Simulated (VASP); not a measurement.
# MgSe (Fm-3m) in VASP: a series of runs

The runs below take MgSe through single point, with PBE+D4, PBEsol.

Program: VASP 6.6.1. These are calculated values, not measurements. Logs are shortened: lines on timing, memory, paths and dates and some standing lists are left out, and cuts for length are marked.

**1. The cell of the first run**

Symmetry: Fm-3m, No. 225, cubic system. The conventional cell has a = 5.444 Å, b = 5.444 Å, c = 5.444 Å, α = 90.00°, β = 90.00°, γ = 90.00°. Mg (site symmetry m-3m) has 6 Se at 2.72 Å within 3.6 Å. Se (site symmetry m-3m) has 6 Mg at 2.72 Å within 3.6 Å.

**2. Single point, PBE+D4 (20.16 Å³/atom)**

Contents of INCAR:

```
PREC     = Accurate       # precision mode
ENCUT    = 600            # plane-wave cutoff, eV
EDIFF    = 1E-6           # SCF threshold, eV
ISMEAR   = 0              # smearing method
SIGMA    = 0.05           # smearing width, eV
LREAL    = False          # projectors in reciprocal space
LASPH    = True           # aspherical terms in the spheres
NELM     = 120            # most SCF steps
ALGO     = Normal         # electronic algorithm
ISIF     = 2              # what is computed and relaxed
LWAVE    = False          # write WAVECAR
LCHARG   = False          # write CHGCAR
GGA      = PE             # functional
IVDW     = 13             # dispersion correction
NBANDS   = 11             # bands
GGA_COMPAT= False
```

Contents of KPOINTS:

```
Automatic mesh
0
Gamma
  8 8 8
```

Contents of POSCAR:

```
MgSe
1.0
    0.0000000000      2.7218603101      2.7218603101
    2.7218603101      0.0000000000      2.7218603101
    2.7218603101      2.7218603101      0.0000000000
Mg Se
1 1
Direct
    0.0000000000      0.0000000000      0.0000000000
    0.5000000000      0.5000000000      0.5000000000
```

Potentials or basis: VASP PAW PBE potentials, release 64 (Mg, Se).

On the command line:

```sh
$ cat potpaw_PBE.64/Mg/POTCAR potpaw_PBE.64/Se/POTCAR > POTCAR
$ mpirun -np 1 vasp_std > vasp.out
```

OUTCAR:

```text
PREC = Accurate
   ENCUT = 600
   EDIFF = 1E-6
   ISMEAR = 0
   LREAL = False
   LASPH = True
   NELM = 120
   ISIF = 2
   GGA = PE
   IVDW = 13

 ion  position               nearest neighbor table
   1  0.000  0.000  0.000-   2 2.72   2 2.72   2 2.72   2 2.72   2 2.72   2 2.72
   2  0.500  0.500  0.500-   1 2.72   1 2.72   1 2.72   1 2.72   1 2.72   1 2.72

  LATTYP: Found a face centered cubic cell.
 ALAT       =     5.4437206202

  Lattice vectors:

 A1 = (   0.0000000000,   2.7218603101,   2.7218603101)
 A2 = (   2.7218603101,   0.0000000000,   2.7218603101)
 A3 = (   2.7218603101,   2.7218603101,   0.0000000000)

Analysis of symmetry for initial positions (statically):
=====================================================================
 Subroutine PRICEL returns:
 Original cell was already a primitive cell.

 Routine SETGRP: Setting up the symmetry group for a
 face centered cubic supercell.

 Subroutine GETGRP returns: Found 48 space group operations
 (whereof 48 operations were pure point group operations)
 out of a pool of 48 trial point group operations.

The static configuration has the point symmetry O_h .

Analysis of symmetry for dynamics (positions and initial velocities):
=====================================================================
 Subroutine PRICEL returns:
 Original cell was already a primitive cell.

 Routine SETGRP: Setting up the symmetry group for a
 face centered cubic supercell.

 Subroutine GETGRP returns: Found 48 space group operations
 (whereof 48 operations were pure point group operations)
 out of a pool of 48 trial point group operations.

The dynamic configuration has the point symmetry O_h .

 Subroutine INISYM returns: Found 48 space group operations
 (whereof 48 operations are pure point group operations),
 and found     1 'primitive' translations

----------------------------------------------------------------------------------------

                                     Primitive cell

  volume of cell :      40.3299

  direct lattice vectors                    reciprocal lattice vectors
     0.000000000  2.721860310  2.721860310    -0.183697892  0.183697892  0.183697892
     2.721860310  0.000000000  2.721860310     0.183697892 -0.183697892  0.183697892
     2.721860310  2.721860310  0.000000000     0.183697892  0.183697892 -0.183697892

  length of vectors
     3.849291765  3.849291765  3.849291765     0.318174081  0.318174081  0.318174081

  position of ions in fractional coordinates (direct lattice)
     0.000000000  0.000000000  0.000000000
     0.500000000  0.500000000  0.500000000

  ion indices of the primitive-cell ions
   primitive index   ion index
                 1           1
                 2           2

[... 84 lines left out ...]
   EMIN   =  10.00;   EMAX   =-10.00  energy-range for DOS
   EFERMI =   0.00;   METHOD = LEGACY
   ISMEAR =     0;   SIGMA  =   0.05  broadening in eV -4-tet -1-fermi 0-gaus
   EFERMI_NEDOS =   21; number of points for ismear=-14 and -15
   IALGO  =     38    algorithm
   IMIX   =      4    mixing-type and parameters
     AMIX     =   0.40;   BMIX     =  1.00
     AMIX_MAG =   1.60;   BMIX_MAG =  1.00
  volume/ion in A,a.u.               =      20.16       136.08
  Fermi-wavevector in a.u.,A,eV,Ry     =   0.954763  1.804241 12.402700  0.911573
  Thomas-Fermi vector in A             =   2.083539
   LORBIT       =      0    0 simple, 1 ext, 2 COOP (PROOUT), +10 PAW based schemes
   GGA     = PE    functional components
   LHFCALC =     F    Hartree Fock is set to
   AEXX    =    0.0000 exact exchange contribution
   IVDW    =    13    specifies the selected vdW correction
   LEPSILON=     F    determine dielectric tensor
   LRPA    =     F    only Hartree local field effects (RPA)
 non-spin polarized calculation
 Gauss-broadening in eV      SIGMA  =   0.05
  energy-cutoff  :      600.00
  volume of cell :       40.33
 maximum number of plane-waves:      1365
   NGX = 15   NGY = 15   NGZ = 15

 number of electron       8.0000000 magnetization

 Free energy of the ion-electron system (eV)
  ---------------------------------------------------
  ext. energy  EPLUGINS =         0.00000000
  ---------------------------------------------------
  free energy    TOTEN  =        -7.48145443 eV

  energy without entropy =       -7.48145443  energy(sigma->0) =       -7.48145443

 E-fermi :   3.5469     XC(G=0):  -9.5059

 val. band max:        3.2624046028   @ k =   0.0000   0.0000   0.0000
 cond. band min:       5.0711326801   @ k =   0.5000   0.5000   0.0000
 fundamental gap:      1.8087280773
 Fermi energy:         3.5469041121

 k-point     1 :       0.0000    0.0000    0.0000
  band No.  band energies     occupation
      1      -9.7043      2.00000
      2       3.2624      2.00000
      3       3.2624      2.00000
      4       3.2624      2.00000
      5       5.8868      0.00000
      6      10.6723      0.00000
      7      10.6723      0.00000
      8      10.6723      0.00000
      9      13.2395      0.00000
     10      13.2395      0.00000
     11      14.2455      0.00000
[... 309 lines left out ...]
 k-point    24 :      -0.3750    0.2500    0.1250
  band No.  band energies     occupation
      1      -8.4018      2.00000
      2      -1.1910      2.00000
      3       1.0209      2.00000
      4       2.0384      2.00000
      5       8.0137      0.00000
      6       8.6930      0.00000
      7      11.0371      0.00000
      8      12.3583      0.00000
      9      14.3491      0.00000
     10      15.0446      0.00000
     11      17.3951      0.00000

 [... further k-points ...]

------------------------ aborting loop because EDIFF is reached ----------------------------------------

  DFT-D4 for vdW energy calculation

  Edisp (eV):   -0.61204

  FORCE on cell =-STRESS in cart. coord.  units (eV):
  Direction    XX          YY          ZZ          XY          YZ          ZX
  --------------------------------------------------------------------------------------
  -------------------------------------------------------------------------------------
  Total      -0.04360    -0.04360    -0.04360     0.00000    -0.00000     0.00000
  in kB      -1.73215    -1.73215    -1.73215     0.00000    -0.00000     0.00000
  external pressure =       -1.73 kB  Pullay stress =        0.00 kB

 VOLUME and BASIS-vectors are now :
 -----------------------------------------------------------------------------
  energy-cutoff  :      600.00
  volume of cell :       40.33
      direct lattice vectors                 reciprocal lattice vectors
     0.000000000  2.721860310  2.721860310    -0.183697892  0.183697892  0.183697892
     2.721860310  0.000000000  2.721860310     0.183697892 -0.183697892  0.183697892
     2.721860310  2.721860310  0.000000000     0.183697892  0.183697892 -0.183697892

 POSITION                                       TOTAL-FORCE (eV/Angst)
 -----------------------------------------------------------------------------------
      0.00000      0.00000      0.00000         0.000000     -0.000000      0.000000
      2.72186      2.72186      2.72186        -0.000000      0.000000     -0.000000
 -----------------------------------------------------------------------------------
    total drift:                               -0.000000     -0.000000      0.000000

  FREE ENERGIE OF THE ION-ELECTRON SYSTEM (eV)
  ---------------------------------------------------
  free  energy   TOTEN  =        -8.0934950551 eV

  energy  without entropy=       -8.0934950551  energy(sigma->0) =       -8.09349506
```

OSZICAR:

```text
N       E                     dE             d eps       ncg     rms          rms(c)
DAV:   1     0.266455444207E+02    0.26646E+02   -0.36544E+03   654   0.650E+02
DAV:   2    -0.612101333297E+01   -0.32767E+02   -0.31044E+02   793   0.101E+02
DAV:   3    -0.777094544045E+01   -0.16499E+01   -0.16471E+01   780   0.246E+01
DAV:   4    -0.777944350808E+01   -0.84981E-02   -0.84978E-02   715   0.206E+00
DAV:   5    -0.777949786620E+01   -0.54358E-04   -0.54358E-04   775   0.165E-01    0.299E+00
DAV:   6    -0.752407233265E+01    0.25543E+00   -0.44494E-01   695   0.251E+00    0.190E+00
DAV:   7    -0.748189355160E+01    0.42179E-01   -0.20513E-01   728   0.183E+00    0.946E-01
DAV:   8    -0.748153912238E+01    0.35443E-03   -0.96426E-03   698   0.523E-01    0.252E-01
DAV:   9    -0.748144551192E+01    0.93610E-04   -0.28358E-04   713   0.905E-02    0.116E-01
DAV:  10    -0.748145723755E+01   -0.11726E-04   -0.12689E-04   703   0.489E-02    0.231E-02
DAV:  11    -0.748145423123E+01    0.30063E-05   -0.18699E-05   734   0.174E-02    0.552E-03
DAV:  12    -0.748145443272E+01   -0.20150E-06   -0.62371E-07   385   0.472E-03
   1 F= -.80934951E+01 E0= -.80934951E+01  d E =-.143724E-17
```

Wall time 11 s (1 thread of AMD EPYC 7R13 (Zen 3), shared host); peak memory 0.15 GiB.

What came out:

```
Free energy                : -8.0935 eV
Pressure                   : -0.2 GPa
Band gap on the k mesh     : 1.81 eV (least direct gap 2.62 eV)
Dispersion energy per atom : -0.306 eV
```

Levels at points of the mesh, in eV from the valence-band top:
| k point | band 2 | band 3 | band 4 | band 5 | band 6 | band 7 |
| --- | --- | --- | --- | --- | --- | --- |
| (0.00, 0.00, 0.00) | 0.00 | 0.00 | 0.00 | 2.62 | 7.41 | 7.41 |
| (0.50, 0.00, 0.00) | -4.97 | -0.59 | -0.59 | 3.83 | 6.10 | 6.10 |
| (0.50, 0.50, 0.00) | -4.29 | -1.80 | -1.80 | 1.81 | 3.95 | 11.79 |

A k mesh can miss the band edges. Expect the measured gap to be larger: semilocal functionals such as PBE lack the derivative discontinuity.

**3. Single point, PBE+D4 (19.76 Å³/atom)**

This run uses another cell than the first one, of 19.76 Å³/atom.

Contents of INCAR:

```
ALGO     = Normal         # electronic algorithm
EDIFF    = 1E-6           # SCF threshold, eV
ENCUT    = 600            # plane-wave cutoff, eV
GGA      = PE             # functional
GGA_COMPAT= False        
ISIF     = 2              # what is computed and relaxed
ISMEAR   = 0              # smearing method
IVDW     = 13             # dispersion correction
LASPH    = True           # aspherical terms in the spheres
LCHARG   = False          # write CHGCAR
LREAL    = False          # projectors in reciprocal space
LWAVE    = False          # write WAVECAR
NBANDS   = 11             # bands
NELM     = 120            # most SCF steps
PREC     = Accurate       # precision mode
SIGMA    = 0.05           # smearing width, eV
```

Contents of KPOINTS:

```
k-points
0
Gamma
  8 8 8
```

Contents of POSCAR:

```
MgSe
1.0
    0.0000000000      2.7035922408      2.7035922408
    2.7035922408      0.0000000000      2.7035922408
    2.7035922408      2.7035922408      0.0000000000
Mg Se
1 1
Direct
    0.0000000000      0.0000000000      0.0000000000
    0.5000000000      0.5000000000      0.5000000000
```

Potentials or basis: VASP PAW PBE potentials, release 64 (Mg, Se).

On the command line:

```sh
$ cat potpaw_PBE.64/Mg/POTCAR potpaw_PBE.64/Se/POTCAR > POTCAR
$ mpirun -np 1 vasp_std > vasp.out
```

OUTCAR:

```text
EDIFF = 1E-6
   ENCUT = 600
   GGA = PE
   ISIF = 2
   ISMEAR = 0
   IVDW = 13
   LASPH = True
   LREAL = False
   NELM = 120
   PREC = Accurate

 ion  position               nearest neighbor table
   1  0.000  0.000  0.000-   2 2.70   2 2.70   2 2.70   2 2.70   2 2.70   2 2.70
   2  0.500  0.500  0.500-   1 2.70   1 2.70   1 2.70   1 2.70   1 2.70   1 2.70

  LATTYP: Found a face centered cubic cell.
 ALAT       =     5.4071844816

  Lattice vectors:

[... 524 lines left out ...]

  DFT-D4 for vdW energy calculation

  Edisp (eV):   -0.62412

  FORCE on cell =-STRESS in cart. coord.  units (eV):
  Direction    XX          YY          ZZ          XY          YZ          ZX
  --------------------------------------------------------------------------------------
  -------------------------------------------------------------------------------------
  Total       0.30037     0.30037     0.30037    -0.00000     0.00000     0.00000
  in kB      12.17608    12.17608    12.17608    -0.00000     0.00000     0.00000
  external pressure =       12.18 kB  Pullay stress =        0.00 kB

 VOLUME and BASIS-vectors are now :
 -----------------------------------------------------------------------------
  energy-cutoff  :      600.00
  volume of cell :       39.52
      direct lattice vectors                 reciprocal lattice vectors
     0.000000000  2.703592241  2.703592241    -0.184939131  0.184939131  0.184939131
     2.703592241  0.000000000  2.703592241     0.184939131 -0.184939131  0.184939131
     2.703592241  2.703592241  0.000000000     0.184939131  0.184939131 -0.184939131

 POSITION                                       TOTAL-FORCE (eV/Angst)
 -----------------------------------------------------------------------------------
      0.00000      0.00000      0.00000         0.000000     -0.000000      0.000000
      2.70359      2.70359      2.70359        -0.000000      0.000000     -0.000000
 -----------------------------------------------------------------------------------
    total drift:                               -0.000000     -0.000000      0.000000

  FREE ENERGIE OF THE ION-ELECTRON SYSTEM (eV)
  ---------------------------------------------------
  free  energy   TOTEN  =        -8.0909310773 eV

  energy  without entropy=       -8.0909310773  energy(sigma->0) =       -8.09093108
```

stdout:

```text
POSCAR found type information on POSCAR MgSe
 POSCAR found :  2 types and       2 ions
 scaLAPACK will be used
 LDA part: xc-table for (Slater+PW92), standard interpolation
 POSCAR, INCAR and KPOINTS ok, starting setup
 FFT: planning ... GRIDC
 FFT: planning ... GRID_SOFT
 FFT: planning ... GRID
 WAVECAR not read
 entering main loop
```

It took 10 s on 1 thread of AMD EPYC 7R13 (Zen 3), shared host; peak memory 0.15 GiB.

What came out:

```
Free energy                : -8.0909 eV
Pressure                   : 1.2 GPa
Band gap on the k mesh     : 1.84 eV (least direct gap 2.76 eV)
Dispersion energy per atom : -0.312 eV
```

A k mesh can miss the band edges. Expect the measured gap to be larger: semilocal functionals such as PBE lack the derivative discontinuity.

**4. Single point, PBE+D4 (20.57 Å³/atom)**

This run uses another cell than the first one, of 20.57 Å³/atom.

Contents of INCAR:

```
SYSTEM = MgSe
ALGO = Normal
EDIFF = 1E-6
ENCUT = 600
GGA = PE
GGA_COMPAT = .False.
ISIF = 2
ISMEAR = 0
IVDW = 13
LASPH = .True.
LCHARG = .False.
LREAL = .False.
LWAVE = .False.
NBANDS = 11
NELM = 120
PREC = Accurate
SIGMA = 0.05
```

Contents of KPOINTS:

```
k-points
0
Gamma
  8 8 8
  0 0 0
```

Contents of POSCAR:

```
MgSe
1.0
    0.0000000000      2.7398864004      2.7398864004
    2.7398864004      0.0000000000      2.7398864004
    2.7398864004      2.7398864004      0.0000000000
Mg Se
1 1
Direct
    0.0000000000      0.0000000000      0.0000000000
    0.5000000000      0.5000000000      0.5000000000
```

On the command line:

```sh
$ cat potpaw_PBE.64/Mg/POTCAR potpaw_PBE.64/Se/POTCAR > POTCAR
$ mpirun -np 1 vasp_std > vasp.out
```

It took 11 s on 1 thread of AMD EPYC 7R13 (Zen 3), shared host; peak memory 0.15 GiB.

The run converged. Its results:

* Free energy: -8.0894 eV
* Pressure: -1.4 GPa
* Band gap on the k mesh: 1.78 eV (least direct gap 2.49 eV)
* Dispersion energy per atom: -0.300 eV

Levels at points of the mesh, in eV from the valence-band top:
| k point | band 1 | band 2 | band 3 | band 4 | band 5 | band 6 | band 7 | band 8 | band 9 |
| --- | --- | --- | --- | --- | --- | --- | --- | --- | --- |
| (0.00, 0.00, 0.00) | -12.86 | 0.00 | 0.00 | 0.00 | 2.49 | 7.42 | 7.42 | 7.42 | 9.94 |
| (0.50, 0.00, 0.00) | -11.77 | -4.87 | -0.56 | -0.56 | 3.81 | 6.08 | 6.08 | 8.50 | 11.34 |
| (0.50, 0.50, 0.00) | -11.46 | -4.18 | -1.75 | -1.75 | 1.78 | 4.01 | 11.60 | 12.04 | 12.04 |

A k mesh can miss the band edges.

**5. Single point, PBEsol**

This run uses another cell than the first one, of 20.25 Å³/atom.

Contents of INCAR:

```
SYSTEM = MgSe
PREC = Accurate
ENCUT = 600
EDIFF = 1E-6
ISMEAR = 0
SIGMA = 0.05
LREAL = .False.
LASPH = .True.
NELM = 120
ALGO = Normal
ISIF = 2
LWAVE = .False.
LCHARG = .False.
GGA = PS
NBANDS = 11
GGA_COMPAT = .False.
```

Contents of KPOINTS:

```
regular mesh
0
Gamma
  8 8 8
  0 0 0
```

Contents of POSCAR:

```
MgSe
1.0
    0.0000000000      2.7254991651      2.7254991651
    2.7254991651      0.0000000000      2.7254991651
    2.7254991651      2.7254991651      0.0000000000
Mg Se
1 1
Direct
    0.0000000000      0.0000000000      0.0000000000
    0.5000000000      0.5000000000      0.5000000000
```

On the command line:

```sh
$ cat potpaw_PBE.64/Mg/POTCAR potpaw_PBE.64/Se/POTCAR > POTCAR
$ mpirun -np 1 vasp_std > vasp.out
```

It took 11 s on 1 thread of AMD EPYC 7R13 (Zen 3), shared host; peak memory 0.15 GiB.

The run converged. Its results:

| Property | Result |
| --- | --- |
| Free energy | -8.1061 eV |
| Pressure | -0.1 GPa |
| Band gap on the k mesh | 1.76 eV (least direct gap 2.50 eV) |

Levels at points of the mesh, in eV from the valence-band top:
```csv
k point,band 1,band 2,band 3,band 4,band 5,band 6,band 7,band 8,band 9
"(0.00, 0.00, 0.00)",-12.97,0.00,0.00,0.00,2.50,7.33,7.33,7.33,9.94
"(0.50, 0.00, 0.00)",-11.84,-4.99,-0.59,-0.59,3.71,6.04,6.04,8.59,11.32
"(0.50, 0.50, 0.00)",-11.52,-4.32,-1.81,-1.81,1.76,3.84,11.64,12.11,12.11
```

Caveat: the PAW data sets were made with another functional, which shifts forces and pressure a little. A k mesh can miss the band edges.

**6. Single point, PBEsol (20.16 Å³/atom)**

Contents of INCAR:

```
SYSTEM = MgSe
ALGO = Normal
EDIFF = 1E-6
ENCUT = 600
GGA = PS
GGA_COMPAT = .False.
ISIF = 2
ISMEAR = 0
LASPH = .True.
LCHARG = .False.
LREAL = .False.
LWAVE = .False.
NBANDS = 11
NELM = 120
PREC = Accurate
SIGMA = 0.05
```

Contents of KPOINTS:

```
k-points
0
Gamma
  8 8 8
  0 0 0
```

Contents of POSCAR:

```
MgSe
1.0
    0.0000000000      2.7218603101      2.7218603101
    2.7218603101      0.0000000000      2.7218603101
    2.7218603101      2.7218603101      0.0000000000
Mg Se
1 1
Direct
    0.0000000000      0.0000000000      0.0000000000
    0.5000000000      0.5000000000      0.5000000000
```

Potentials or basis: VASP PAW PBE potentials, release 64 (Mg, Se).

On the command line:

```sh
$ cat potpaw_PBE.64/Mg/POTCAR potpaw_PBE.64/Se/POTCAR > POTCAR
$ mpirun -np 1 vasp_std > vasp.out
```

It took 11 s on 1 thread of AMD EPYC 7R13 (Zen 3), shared host; peak memory 0.15 GiB.

Results (log left out):

```yaml
Free_energy: -8.1061 eV
Pressure: 0.2 GPa
Band_gap_on_the_k_mesh: 1.77 eV (least direct gap 2.53 eV)
```

Levels at points of the mesh, in eV from the valence-band top:
| k point | band 1 | band 2 | band 3 | band 4 | band 5 | band 6 | band 7 | band 8 |
| --- | --- | --- | --- | --- | --- | --- | --- | --- |
| (0.00, 0.00, 0.00) | -12.99 | 0.00 | 0.00 | 0.00 | 2.53 | 7.33 | 7.33 | 7.33 |
| (0.50, 0.00, 0.00) | -11.86 | -5.02 | -0.60 | -0.60 | 3.71 | 6.05 | 6.05 | 8.62 |
| (0.50, 0.50, 0.00) | -11.53 | -4.34 | -1.82 | -1.82 | 1.77 | 3.83 | 11.68 | 12.15 |

Caveat: the PAW data sets were made with another functional, which shifts forces and pressure a little.

**7. Overview**

```tsv
level	cell	gap on the mesh (eV)	pressure (GPa)
PBE+D4	a = 3.849 Å, angles 60.0°, 2 atoms	1.81	-0.2
PBE+D4	a = 3.823 Å, angles 60.0°, 2 atoms	1.84	1.2
PBE+D4	a = 3.875 Å, angles 60.0°, 2 atoms	1.78	-1.4
PBEsol	a = 3.854 Å, angles 60.0°, 2 atoms	1.76	-0.1
PBEsol	a = 3.849 Å, angles 60.0°, 2 atoms	1.77	0.2
```

Alike in all rows: task single point; potentials or basis VASP PAW PBE potentials, release 64 (Mg, Se); no spin polarisation; k mesh 8 × 8 × 8; cutoff (eV) 600; smearing gaussian 0.05 eV.

Caveats: the PAW data sets were made with another functional, which shifts forces and pressure a little (at least some runs).

Absolute energies hang on the potentials; compare differences alone.
